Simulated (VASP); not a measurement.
# Ti3Al (P-6m2) in VASP: notebook

Runs on Ti3Al. Level: PBE. Tasks: single point.

All numbers are computed with VASP 6.6.1; they aren't measurements. Logs are shortened: lines on timing, memory, paths and dates and some standing lists are left out, and cuts for length are marked.

## (1) The cell of the first run

Symmetry: P-6m2, No. 187, hexagonal system. Conventional cell: a = 2.856 Å, b = 2.856 Å, c = 9.718 Å, α = 90.00°, β = 90.00°, γ = 120.00°. Ti (site symmetry -6m2) has 12 Ti at 2.85 to 2.86 Å within 3.7 Å. Within 3.7 Å of Ti (site symmetry 3m) lie 9 Ti at 2.85 to 2.86 Å and 3 Al at 3.03 Å. Within 3.8 Å of Al (site symmetry -6m2) lie 6 Al at 2.86 Å and 6 Ti at 3.03 Å.

## (2) Single point, PBE

The input, INCAR:

```
SYSTEM = Ti3Al
  PREC = Accurate
  ENCUT = 520
  EDIFF = 1E-6
  ISMEAR = 0
  SIGMA = 0.15
  LREAL = .False.
  LASPH = .True.
  NELM = 100
  ALGO = Fast
  ISIF = 2
  LWAVE = .False.
  LCHARG = .False.
  GGA = PE
  NBANDS = 28
```

The input, KPOINTS:

```
Automatic mesh
0
Gamma
  15 15 6
  0 0 0
```

The input, POSCAR:

```
Ti3Al
1.0
    2.8555218141      0.0000000000      0.0000000000
   -1.4277609070      2.4729544320      0.0000000000
    0.0000000000      0.0000000000      9.7176262854
Ti Al
3 1
Direct
    0.6666666667      0.3333333333      0.0000000000
    0.3333333333      0.6666666667      0.7612900095
    0.3333333333      0.6666666667      0.2387099905
    0.6666666667      0.3333333333      0.5000000000
```

Potentials or basis: VASP PAW PBE potentials, release 64 (Ti_sv, Al).

Launch:

```
> cat potpaw_PBE.64/Ti_sv/POTCAR potpaw_PBE.64/Al/POTCAR > POTCAR
> mpirun -np 1 vasp_std > vasp.out
```

OUTCAR:

```text
SYSTEM = Ti3Al
   PREC = Accurate
   ENCUT = 520
   EDIFF = 1E-6
   ISMEAR = 0
   LREAL = .False.
   LASPH = .True.
   NELM = 100
   ISIF = 2
   GGA = PE

 ion  position               nearest neighbor table
   1  0.667  0.333  0.000-   2 2.85   3 2.85   2 2.85   3 2.85   2 2.85   3 2.85
   2  0.333  0.667  0.761-   1 2.85   1 2.85   1 2.85   4 3.03   4 3.03   4 3.03
   3  0.333  0.667  0.239-   1 2.85   1 2.85   1 2.85   4 3.03   4 3.03   4 3.03
   4  0.667  0.333  0.500-   2 3.03   3 3.03   2 3.03   3 3.03   2 3.03   3 3.03

  LATTYP: Found a hexagonal cell.
 ALAT       =     2.8555218141
 C/A-ratio  =     3.4030999999

  Lattice vectors:

 A1 = (   2.8555218141,   0.0000000000,   0.0000000000)
 A2 = (  -1.4277609070,   2.4729544320,   0.0000000000)
 A3 = (   0.0000000000,   0.0000000000,   9.7176262854)

Analysis of symmetry for initial positions (statically):
=====================================================================
 Subroutine PRICEL returns:
 Original cell was already a primitive cell.

 Routine SETGRP: Setting up the symmetry group for a
 hexagonal supercell.

 Subroutine GETGRP returns: Found 12 space group operations
 (whereof 12 operations were pure point group operations)
 out of a pool of 24 trial point group operations.

The static configuration has the point symmetry D_3h.

Analysis of symmetry for dynamics (positions and initial velocities):
=====================================================================
 Subroutine PRICEL returns:
 Original cell was already a primitive cell.

 Routine SETGRP: Setting up the symmetry group for a
 hexagonal supercell.

 Subroutine GETGRP returns: Found 12 space group operations
 (whereof 12 operations were pure point group operations)
 out of a pool of 24 trial point group operations.

The dynamic configuration has the point symmetry D_3h.

 Subroutine INISYM returns: Found 12 space group operations
 (whereof 12 operations are pure point group operations),
 and found     1 'primitive' translations

----------------------------------------------------------------------------------------

                                     Primitive cell

  volume of cell :      68.6218

  direct lattice vectors                    reciprocal lattice vectors
     2.855521814  0.000000000  0.000000000     0.350198691  0.202187308  0.000000000
    -1.427760907  2.472954432  0.000000000     0.000000000  0.404374616  0.000000000
     0.000000000  0.000000000  9.717626285     0.000000000  0.000000000  0.102905789

  length of vectors
     2.855521814  2.855521814  9.717626285     0.404374616  0.404374616  0.102905789

  position of ions in fractional coordinates (direct lattice)
     0.666666667  0.333333333  0.000000000
     0.333333333  0.666666667  0.761290010
     0.333333333  0.666666667  0.238709990
     0.666666667  0.333333333  0.500000000

  ion indices of the primitive-cell ions
   primitive index   ion index
                 1           1
                 2           2
                 3           3
                 4           4

----------------------------------------------------------------------------------------

 KPOINTS: Automatic mesh

Automatic generation of k-mesh.
 Grid dimensions read from file:
 generate k-points for:   15   15    6

 Generating k-lattice:

  Cartesian coordinates                     Fractional coordinates (reciprocal lattice)
     0.023346579  0.013479154  0.000000000     0.066666667 -0.000000000  0.000000000
     0.000000000  0.026958308  0.000000000     0.000000000  0.066666667  0.000000000
     0.000000000  0.000000000  0.017150965     0.000000000  0.000000000  0.166666667

  Length of vectors
     0.026958308  0.026958308  0.017150965

  Shift w.r.t. Gamma in fractional coordinates (k-lattice)
     0.000000000  0.000000000  0.000000000

 Subroutine IBZKPT returns following result:
 ===========================================

 Found    108 irreducible k-points:

 Following reciprocal coordinates:
            Coordinates               Weight
  0.000000  0.000000  0.000000      1.000000
  0.066667  0.000000  0.000000      6.000000
  0.133333  0.000000  0.000000      6.000000
  0.200000  0.000000  0.000000      6.000000
  0.266667  0.000000  0.000000      6.000000
  0.333333 -0.000000  0.000000      6.000000
[... 16 lines left out ...]
  0.333333  0.200000  0.000000     12.000000
  0.400000  0.200000  0.000000      6.000000
 [... further k-points ...]
   k-points           NKPTS =    108   k-points in BZ     NKDIM =    108   number of bands    NBANDS=     28
   number of dos      NEDOS =    301   number of ions     NIONS =      4
   total plane-waves  NPLWV =  41472
   dimension x,y,z NGX =    24 NGY =   24 NGZ =   72
   dimension x,y,z NGXF=    48 NGYF=   48 NGZF=  144
   ions per type =               3   1
   NGX,Y,Z   is equivalent  to a cutoff of  13.97, 13.97, 12.32 a.u.
   NGXF,Y,Z  is equivalent  to a cutoff of  27.95, 27.95, 24.64 a.u.
 SYSTEM =  Ti3Al
   PREC   = accura    normal or accurate (medium, high low for compatibility)
   ISTART =      0    job   : 0-new  1-cont  2-samecut
   ICHARG =      2    charge: 1-file 2-atom 10-const
   ISPIN  =      1    spin polarized calculation?
   LNONCOLLINEAR =      F non collinear calculations
   LSORBIT =      F    spin-orbit coupling
   LASPH  =      T    aspherical Exc in radial PAW
   ENCUT  =  520.0 eV  38.22 Ry    6.18 a.u.   5.31  5.31 18.07*2*pi/ulx,y,z
   NELM   =    100;   NELMIN=  2; NELMDL= -5     # of ELM steps
   EDIFF  = 0.1E-05   stopping-criterion for ELM
   LREAL  =      F    real-space projection
   EDIFFG = 0.1E-04   stopping-criterion for IOM
   NSW    =      0    number of steps for IOM
   IBRION =     -1    ionic relax: 0-MD 1-quasi-New 2-CG
   NFREE  =      0    steps in history (QN), initial steepest desc. (CG)
   ISIF   =      2    stress and relaxation
   ISYM   =      2    0-nonsym 1-usesym 2-fastsym
   POTIM  = 0.5000    time-step for ionic-motion
   TEBEG  =    0.0;   TEEND  =   0.0 temperature during run
   PSTRESS=    0.0 pullay stress
   NELECT =      39.0000    total number of electrons
   NUPDOWN=      -1.0000    fix difference up-down
   EMIN   =  10.00;   EMAX   =-10.00  energy-range for DOS
   EFERMI =   0.00;   METHOD = LEGACY
   ISMEAR =     0;   SIGMA  =   0.15  broadening in eV -4-tet -1-fermi 0-gaus
   EFERMI_NEDOS =   21; number of points for ismear=-14 and -15
   IALGO  =     68    algorithm
   IMIX   =      4    mixing-type and parameters
     AMIX     =   0.40;   BMIX     =  1.00
     AMIX_MAG =   1.60;   BMIX_MAG =  1.00
  volume/ion in A,a.u.               =      17.16       115.77
  Fermi-wavevector in a.u.,A,eV,Ry     =   1.356050  2.562563 25.019375  1.838872
  Thomas-Fermi vector in A             =   2.483086
   LORBIT       =      0    0 simple, 1 ext, 2 COOP (PROOUT), +10 PAW based schemes
   GGA     = PE    functional components
   LHFCALC =     F    Hartree Fock is set to
   AEXX    =    0.0000 exact exchange contribution
   IVDW    =     0    specifies the selected vdW correction
   LEPSILON=     F    determine dielectric tensor
   LRPA    =     F    only Hartree local field effects (RPA)
 non-spin polarized calculation
 RMM-DIIS sequential band-by-band and
 Gauss-broadening in eV      SIGMA  =   0.15
  energy-cutoff  :      520.00
  volume of cell :       68.62
 maximum number of plane-waves:      1868
 NGX is ok and might be reduce to    24

 number of electron      39.0000006 magnetization

 Free energy of the ion-electron system (eV)
  ---------------------------------------------------
  ext. energy  EPLUGINS =         0.00000000
  ---------------------------------------------------
  free energy    TOTEN  =       -27.56983245 eV

  energy without entropy =      -27.52013140  energy(sigma->0) =      -27.54498193

 E-fermi :   8.0355     XC(G=0): -11.1722

 val. band max:        8.0293523038   @ k =   0.2667   0.2667   0.0000
 cond. band min:       8.0395267904   @ k =   0.2667   0.1333   0.3333
 fundamental gap:      0.0101744866
 Fermi energy:         8.0355245151

 k-point     1 :       0.0000    0.0000    0.0000
  band No.  band energies     occupation
      1     -48.6911      2.00000
      2     -48.6681      2.00000
      3     -48.5360      2.00000
      4     -25.2089      2.00000
      5     -24.9859      2.00000
      6     -24.6248      2.00000
[... 20 lines left out ...]
     27      10.3115      0.00000
     28      11.3984      0.00000

 k-point     2 :       0.0667    0.0000    0.0000
  band No.  band energies     occupation
      1     -48.6861      2.00000
      2     -48.6639      2.00000
      3     -48.5325      2.00000
      4     -25.2003      2.00000
      5     -24.9842      2.00000
      6     -24.6384      2.00000
[... 20 lines left out ...]
     27      10.2608      0.00000
     28      10.7258      0.00000

 k-point     3 :       0.1333    0.0000    0.0000
  band No.  band energies     occupation
      1     -48.6719      2.00000
      2     -48.6519      2.00000
      3     -48.5226      2.00000
      4     -25.1757      2.00000
      5     -24.9810      2.00000
      6     -24.6936      2.00000
[... 20 lines left out ...]
     27      10.1525      0.00000
     28      10.4766      0.00000

 k-point     4 :       0.2000    0.0000    0.0000
  band No.  band energies     occupation
      1     -48.6508      2.00000
      2     -48.6341      2.00000
      3     -48.5081      2.00000
      4     -25.1397      2.00000
      5     -24.9830      2.00000
      6     -24.7896      2.00000
[... 578 lines left out ...]
     27      10.8749      0.00000
     28      10.8997      0.00000

 k-point    23 :       0.3333    0.2000    0.0000
  band No.  band energies     occupation
      1     -48.5666      2.00000
      2     -48.5646      2.00000
      3     -48.4531      2.00000
      4     -25.1229      2.00000
      5     -25.1059      2.00000
      6     -25.0494      2.00000
[... 20 lines left out ...]
     27      10.8587      0.00000
     28      11.1849      0.00000

 k-point    24 :       0.4000    0.2000    0.0000
  band No.  band energies     occupation
      1     -48.5622      2.00000
      2     -48.5611      2.00000
      3     -48.4505      2.00000
      4     -25.1313      2.00000
      5     -25.1198      2.00000
      6     -25.0535      2.00000
[... 20 lines left out ...]
     27      10.8433      0.00000
     28      11.5060      0.00000

 [... further k-points ...]

------------------------ aborting loop because EDIFF is reached ----------------------------------------

  FORCE on cell =-STRESS in cart. coord.  units (eV):
  Direction    XX          YY          ZZ          XY          YZ          ZX
  --------------------------------------------------------------------------------------
  -------------------------------------------------------------------------------------
  Total        1.9479280      1.9479280     -3.1215908      0.0000000     -0.0000000      0.0000000
  in kB       45.4801297     45.4801297    -72.8827531      0.0000000     -0.0000000      0.0000000
  external PRESSURE =       6.0258355 kB  Pullay stress =       0.0000000 kB

 VOLUME and BASIS-vectors are now :
 -----------------------------------------------------------------------------
  energy-cutoff  :      520.00
  volume of cell :       68.62
      direct lattice vectors                 reciprocal lattice vectors
     2.855521814  0.000000000  0.000000000     0.350198691  0.202187308  0.000000000
    -1.427760907  2.472954432  0.000000000     0.000000000  0.404374616  0.000000000
     0.000000000  0.000000000  9.717626285     0.000000000  0.000000000  0.102905789

 POSITION                                       TOTAL-FORCE (eV/Angst)
 -----------------------------------------------------------------------------------
      1.42776      0.82432      0.00000        -0.000000      0.000000      0.000000
     -0.00000      1.64864      7.39793         0.000000     -0.000000     -0.779355
     -0.00000      1.64864      2.31969        -0.000000     -0.000000      0.779355
      1.42776      0.82432      4.85881         0.000000     -0.000000      0.000000
 -----------------------------------------------------------------------------------
    total drift:                                0.000000     -0.000000      0.000000

  FREE ENERGIE OF THE ION-ELECTRON SYSTEM (eV)
  ---------------------------------------------------
  free  energy   TOTEN  =       -27.5698324542 eV

  energy  without entropy=      -27.5201313965  energy(sigma->0) =      -27.54498193
```

Wall time 16 min (1 thread of Intel Xeon Platinum 8375C at 2.90GHz (Ice Lake), shared host); peak memory 0.31 GiB.

Results:

```yaml
Free_energy: -27.5698 eV
Pressure: 0.6 GPa
Largest_force: 0.779 eV/Å
Band_gap_on_the_k_mesh: zero (an odd number of electrons rules out a gap without spin polarisation)
```

Forces in eV/Å, atoms in the order of the input:
```
Ti   0.000  0.000  0.000
Ti   0.000  0.000 -0.779
Ti   0.000  0.000  0.779
Al   0.000  0.000  0.000
```

Stress tensor (GPa, compression positive):
```
 4.55  0.00  0.00
 0.00  4.55  0.00
 0.00  0.00 -7.29
```

## (3) Single point, PBE

This run uses another cell than the first one, of the same volume but with other edges.

The input, INCAR:

```
ALGO     = Fast           # electronic algorithm
EDIFF    = 1E-6           # SCF threshold, eV
ENCUT    = 520            # plane-wave cutoff, eV
GGA      = PE             # functional
ISIF     = 2              # what is computed and relaxed
ISMEAR   = 0              # smearing method
LASPH    = T              # aspherical terms in the spheres
LCHARG   = F              # write CHGCAR
LREAL    = F              # projectors in reciprocal space
LWAVE    = F              # write WAVECAR
NBANDS   = 28             # bands
NELM     = 100            # most SCF steps
PREC     = Accurate       # precision mode
SIGMA    = 0.15           # smearing width, eV
```

The input, KPOINTS:

```
k-points
0
Gamma
  15 15 6
```

The input, POSCAR:

```
Ti3Al
1.0
    2.9297375378      0.0000000000      0.0000000000
   -1.4648687689      2.5372271341      0.0000000000
    0.0000000000      0.0000000000      9.2315308735
Ti Al
3 1
Direct
    0.6666666667      0.3333333333      0.0000000000
    0.3333333333      0.6666666667      0.7558737898
    0.3333333333      0.6666666667      0.2441262102
    0.6666666667      0.3333333333      0.5000000000
```

Potentials or basis: VASP PAW PBE potentials, release 64 (Ti_sv, Al).

Launch:

```
> cat potpaw_PBE.64/Ti_sv/POTCAR potpaw_PBE.64/Al/POTCAR > POTCAR
> mpirun -np 1 vasp_std > vasp.out
```

Run time: 16 min. Hardware: 1 thread of Intel Xeon Platinum 8375C at 2.90GHz (Ice Lake), shared host; peak memory 0.31 GiB.

The run converged. Its results:

```
Free energy            : -27.7720 eV
Pressure               : 0.1 GPa
Largest force          : 0.395 eV/Å
Band gap on the k mesh : zero (an odd number of electrons rules out a gap without spin polarisation)
```

Forces in eV/Å, atoms in the order of the input:
```
Ti   0.000  0.000  0.000
Ti   0.000  0.000 -0.395
Ti   0.000  0.000  0.395
Al   0.000  0.000  0.000
```

Stress tensor (GPa, compression positive):
```
 0.25  0.00  0.00
 0.00  0.25  0.00
 0.00  0.00 -0.17
```

Levels at points of the mesh, in eV from the Fermi level:
| k point | band 16 | band 17 | band 18 | band 19 | band 20 | band 21 | band 22 | band 23 | band 24 | band 25 |
| --- | --- | --- | --- | --- | --- | --- | --- | --- | --- | --- |
| (0.00, 0.00, 0.00) | -2.50 | -0.88 | 0.63 | 0.79 | 0.79 | 0.86 | 0.86 | 0.87 | 1.22 | 1.22 |
| (0.00, 0.00, 0.50) | -3.17 | -1.14 | 0.56 | 0.79 | 0.79 | 0.85 | 0.85 | 0.90 | 1.23 | 1.23 |
